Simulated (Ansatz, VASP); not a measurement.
**Two plane-wave programs on Cd3TeSe2**

```xyz
6
Lattice="4.2520 0.0000 0.0000 -2.1260 3.6824 0.0000 0.0000 0.0000 10.4153" Properties=species:S:1:pos:R:3 pbc="T T T"
Cd    0.0000    0.0000    0.0000
Cd    2.1260    1.2275    3.4718
Cd    0.0000    2.4549    6.9435
Te    0.0000    0.0000    7.8115
Se    2.1260    1.2275    0.8679
Se    0.0000    2.4549    4.3397
```

Alike in both runs: task single point; functional PBE; k mesh 6 × 6 × 2; occupations gaussian, width 0.1 eV; no spin polarisation.

```csv
,VASP,Ansatz
version,VASP 6.6.1,Ansatz 0.2.0
potentials or method,"VASP PAW PBE potentials, release 64 (Cd, Te, Se), cutoff 520 eV","scalar-relativistic, plane waves, PAW"
valence electrons in the cell,54,108
```

Ansatz gave:

* gap on the k mesh at the Fermi level (eV): 0.70
* least direct gap on the mesh (eV): 0.70
* pressure (GPa): 9.9
* traceless stress, the component that is largest in VASP (GPa): -0.20
* rms of the force components (eV/Å): 0.361

Problem. What did VASP give for the same quantities?

Solution. gap on the k mesh at the Fermi level (eV): 0.70; least direct gap on the mesh (eV): 0.70; pressure (GPa): 10.3; traceless stress, the component that is largest in VASP (GPa): -0.20; rms of the force components (eV/Å): 0.361.

Atom by atom the forces differ by 0.001 eV/Å (rms over components). VASP's potentials hold 54 valence electrons a cell and Ansatz's 108, so a difference there can come from the potentials and not from the codes.

Spin-orbit coupling is off throughout.
